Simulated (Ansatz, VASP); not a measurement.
**Zn4HO4 in VASP and in Ansatz**

```xyz
9
Lattice="5.5148 0.0000 0.0000 0.0000 5.5148 0.0000 0.0000 0.0000 3.2430" Properties=species:S:1:pos:R:3 pbc="T T T"
Zn    1.0041    1.0041    1.6215
Zn    4.5108    4.5108    1.6215
Zn    3.7615    1.7533    0.0000
Zn    1.7533    3.7615    0.0000
O     4.5111    1.0037    1.6215
O     1.0037    4.5111    1.6215
O     3.7611    3.7611    0.0000
O     1.7537    1.7537    0.0000
H     5.5150   -2.8567    0.6486
```

Alike in both runs: task single point; functional PBEsol; k mesh 4 × 4 × 8; occupations gaussian, width 0.05 eV; no spin polarisation.

|  | VASP | Ansatz |
| --- | --- | --- |
| version | VASP 6.6.1 | Ansatz 0.2.0 |
| potentials or method | VASP PAW PBE potentials, release 64 (Zn, O, H), cutoff 520 eV | scalar-relativistic, plane waves, PAW |
| valence electrons in the cell | 73 | 73 |

|  | VASP | Ansatz | Ansatz less VASP |
| --- | --- | --- | --- |
| gap on the k mesh at the Fermi level (eV) | none | none | - |
| pressure (GPa) | 3.4 | 2.5 | -0.87 |
| traceless stress, the component that is largest in VASP (GPa) | -0.88 | -0.83 | +0.050 |
| rms of the force components (eV/Å) | 0.272 | 0.271 | -0.0015 |

VASP's potentials were made for PBE, not for PBEsol, and Ansatz warns of the same on its side. Atom by atom the forces differ by 0.003 eV/Å (rms over components). A gap of «none» marks a metal or a gap that the smearing closes.
